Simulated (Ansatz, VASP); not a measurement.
**Al4FeCo3 in VASP and in Ansatz**

The input INCAR:

```
PREC     = Accurate       # precision mode
ENCUT    = 520            # plane-wave cutoff, eV
EDIFF    = 1E-7           # SCF threshold, eV
ISMEAR   = 0              # smearing method
SIGMA    = 0.2            # smearing width, eV
LREAL    = F              # projectors in reciprocal space
LASPH    = T              # aspherical terms in the spheres
NELM     = 60             # most SCF steps
ALGO     = Fast           # electronic algorithm
ISIF     = 2              # what is computed and relaxed
LWAVE    = F              # write WAVECAR
LCHARG   = F              # write CHGCAR
GGA      = PE             # functional
NBANDS   = 34             # bands
```

File KPOINTS:

```
regular mesh
0
Gamma
  8 4 4
```

Contents of POSCAR:

```
Al4FeCo3
1.0
    0.0000000000      0.0000000000      2.8574821000
    5.7084663000      0.0000000000      0.0000000000
    0.0000000000      5.7084663000      0.0000000000
Al Fe Co
4 1 3
Direct
    0.0000000000      0.7475010000      0.7475010000
    0.0000000000      0.7475010000      0.2524990000
    0.0000000000      0.2524990000      0.7475010000
    0.0000000000      0.2524990000      0.2524990000
    0.5000000000      0.5000000000      0.5000000000
    0.5000000000      0.5000000000      0.0000000000
    0.5000000000      0.0000000000      0.5000000000
    0.5000000000      0.0000000000      0.0000000000
```

Input for Ansatz:

```yaml
crystal:
  lattice:
    - [0.0, 0.0, 2.8574821]
    - [5.7084663, 0.0, 0.0]
    - [0.0, 5.7084663, 0.0]
  atoms:
    - { symbol: Al, position: [0.0, 0.747501, 0.747501] }
    - { symbol: Al, position: [0.0, 0.747501, 0.252499] }
    - { symbol: Al, position: [0.0, 0.252499, 0.747501] }
    - { symbol: Al, position: [0.0, 0.252499, 0.252499] }
    - { symbol: Fe, position: [0.5, 0.5, 0.5] }
    - { symbol: Co, position: [0.5, 0.5, 0.0] }
    - { symbol: Co, position: [0.5, 0.0, 0.5] }
    - { symbol: Co, position: [0.5, 0.0, 0.0] }
basis:
  ecutwfc: 420
kpoints:
  mp_grid: { grid: [8, 4, 4] }
hamiltonian:
  xc: pbe
scf:
  occupations: { method: gaussian, width: 0.2 }
  lower_state_search: "off"
output:
  forces: true
  stress: true
  eigenvalues: true
```

Alike in both runs: task single point; functional PBE; k mesh 8 × 4 × 4; occupations gaussian, width 0.2 eV; no spin polarisation.

```csv
,VASP,Ansatz
version,VASP 6.6.1,Ansatz 0.2.0
potentials or method,"VASP PAW PBE potentials, release 64 (Al, Fe, Co), cutoff 520 eV","scalar-relativistic, plane waves, PAW"
valence electrons in the cell,47,79
```

```csv
,VASP,Ansatz,Ansatz less VASP
gap on the k mesh at the Fermi level (eV),none,none,-
pressure (GPa),-0.1,-0.1,+0.07
"traceless stress, the component that is largest in VASP (GPa)",-0.21,-0.22,-0.009
rms of the force components (eV/Å),0.007,0.005,-0.0018
```

Atom by atom the forces differ by 0.002 eV/Å (rms over components). A gap of «none» marks a metal or a gap that the smearing closes. With one functional, cell and mesh, what is left measures potentials, basis and numerics. VASP's potentials hold 47 valence electrons a cell and Ansatz's 79, so a difference there can come from the potentials and not from the codes.
